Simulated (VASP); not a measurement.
## N: single point with PBE

The system is N.

```
CELL_PARAMETERS angstrom
2.51947 0.00000 0.00000
-1.25974 2.18193 0.00000
0.00000 0.00000 2.44600
ATOMIC_POSITIONS crystal
N 0.32898 0.66023 0.73606
N 0.67162 0.33290 0.25859
```

This cell differs from its parent crystal: atoms moved at random.

| Item | Value |
| --- | --- |
| Program | VASP 6.6.1 |
| Task | single point |
| Functional | PBE |
| Potentials or basis | VASP PAW PBE potentials, release 64 (N) |
| Cutoff | 520 eV |
| k mesh | 12 × 12 × 11 |
| Occupations | fermi-dirac, width 0.05 eV |
| Spin | no spin polarisation |

```json
{"Pressure": "10.6 GPa", "Largest force": "2.168 eV/Å", "Band gap on the k mesh": "zero (band 5 reaches 8.12 eV, above the bottom of band 6 at 4.24 eV)"}
```

Forces on the atoms (eV/Å):
```
N   -0.125 -0.085 -2.163
N    0.125  0.085  2.163
```

Stress tensor (GPa, compression positive):
```
10.84 -2.22  0.61
-2.22 14.43  0.48
 0.61  0.48  6.65
```

Levels at points of the mesh, in eV from the Fermi level:
```tsv
k point	band 3	band 4	band 5	band 6	band 7	band 8
(0.00, 0.00, 0.00)	-4.79	-2.55	-2.29	2.61	2.96	6.02
(0.50, 0.00, 0.00)	-5.01	-2.18	-1.39	1.48	2.73	5.02
(0.00, 0.50, 0.00)	-5.08	-2.39	-1.63	1.83	2.72	5.09
(0.50, 0.50, 0.00)	-5.07	-2.35	-1.59	1.77	2.72	5.08
```

Run time: 46 s on 1 thread of Intel(R) Xeon(R) Platinum 8488C (Sapphire Rapids), with other jobs on the host, peak memory 0.2 GiB.

Caveat: the cell differs from its parent crystal (atoms moved at random); forces of over 1 eV/Å act on the atoms, so gaps and moduli don't describe the material at rest.
